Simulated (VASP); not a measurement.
A run of VASP 6.6.1 is set up as follows.

File INCAR:

```
SYSTEM = Si
PREC = Accurate ; ENCUT = 520
EDIFF = 1E-7 ; ISMEAR = 0
SIGMA = 0.15 ; LREAL = .FALSE.
LASPH = .TRUE. ; NELM = 100
ALGO = Normal ; ISIF = 2
LWAVE = .FALSE. ; LCHARG = .TRUE.
LELF = .TRUE. ; LVHAR = .TRUE.
NBANDS = 11
```

KPOINTS

```
Automatic mesh
0
G
  20 20 20
  0 0 0
```

Contents of POSCAR:

```
Si
1.0
   -2.1816625201      2.1816625201      1.3824360055
    2.1816625201     -2.1816625201      1.3824360055
    2.1816625201      2.1816625201     -1.3824360055
Si
2
Direct
    0.2500000000      0.7500000000      0.5000000000
    0.5000000000      0.5000000000      0.0000000000
```

Potentials or basis: VASP PAW LDA potentials, release 64 (Si).

Launch:

```bash
$ cat potpaw_LDA.64/Si/POTCAR > POTCAR
$ mpirun -np 1 vasp_std > vasp.out
```

(1) Estimate the band gap on the k mesh.

(2) Estimate the pressure.

## Answers

(1) zero (bands 4 and 5 overlap by 8.66 eV).

(2) 24.7 GPa.

Caveat: the cell differs from its parent crystal (strain -0.080 along x and y, +0.040 along z); the cell stands under pressure.
